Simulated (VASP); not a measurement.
Input of a VASP 6.6.1 run:

INCAR

```
  ALGO = Normal
  EDIFF = 1E-8
  ENCUT = 520
  GGA = PE
  ISIF = 2
  ISMEAR = -1
  LASPH = True
  LCHARG = False
  LEFG = True
  LREAL = False
  LWAVE = False
  NBANDS = 15
  NELM = 60
  PREC = Accurate
  SIGMA = 0.05
```

File KPOINTS:

```
k-points
0
Gamma
  11 11 11
```

The input POSCAR:

```
CaO
1.0
    0.0000000000      2.5687635645      2.5687635645
    2.5687635645      0.0000000000      2.5687635645
    2.5687635645      2.5687635645      0.0000000000
Ca O
1 1
Direct
    0.0000000000      0.0000000000      0.0000000000
    0.2500000000      0.2500000000      0.2500000000
```

Potentials or basis: VASP PAW PBE potentials, release 64 (Ca_sv, O).

Command:

```console
$ cat potpaw_PBE.64/Ca_sv/POTCAR potpaw_PBE.64/O/POTCAR > POTCAR
$ mpirun -np 1 vasp_std > vasp.out
```

Problem. Estimate the pressure.

Solution. 5.8 GPa.

Problem. Estimate the band gap on the k mesh.

Solution. 3.50 eV, indirect (least direct gap 4.19 eV).

Caveat: without QUAD_EFG the Cq values of the log hold for a quadrupole moment of 1 mb, not for the nuclei. A k mesh can miss the band edges.
